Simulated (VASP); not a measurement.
Here is a VASP 6.6.1 calculation.

File INCAR:

```
ALGO     = Normal         # electronic algorithm
EDIFF    = 1E-6           # SCF threshold, eV
ENCUT    = 520            # plane-wave cutoff, eV
GGA      = PE             # functional
GGA_COMPAT= False        
ISIF     = 2              # what is computed and relaxed
ISMEAR   = 0              # smearing method
LASPH    = True           # aspherical terms in the spheres
LCHARG   = True           # write CHGCAR
LMAXMIX  = 4              # l up to which the mixer works
LNONCOLLINEAR= True           # non-collinear magnetism
LORBIT   = 11             # projections on sites
LORBMOM  = True         
LREAL    = False          # projectors in reciprocal space
LSORBIT  = True           # spin-orbit coupling
LVHAR    = True         
LWAVE    = False          # write WAVECAR
MAGMOM   = 0 0 0          # initial moments
NBANDS   = 24             # bands
NELM     = 150            # most SCF steps
PREC     = Accurate       # precision mode
SIGMA    = 0.05           # smearing width, eV
```

The input KPOINTS:

```
k-points
0
Gamma
  8 8 8
```

Contents of POSCAR:

```
Nb
1.0
    2.7196400000      0.0000000000      0.0000000000
    0.0000000000      2.7196400000      0.0000000000
    0.0000000000      0.0000000000      2.7196400000
Nb
1
Direct
    0.5000000000      0.5000000000      0.5000000000
```

Potentials or basis: VASP PAW PBE potentials, release 64 (Nb_sv).

The run is started by

```bash
$ cat potpaw_PBE.64/Nb_sv/POTCAR > POTCAR
$ mpirun -np 1 vasp_ncl > vasp.out
```

Q: What does it give for the net moment?

A: 0.00 μB per cell.

Q: Predict the pressure.

A: -1.8 GPa.

Moments on the atoms (μB; x, y, z):
```
Nb  0.00 0.00 0.00
```
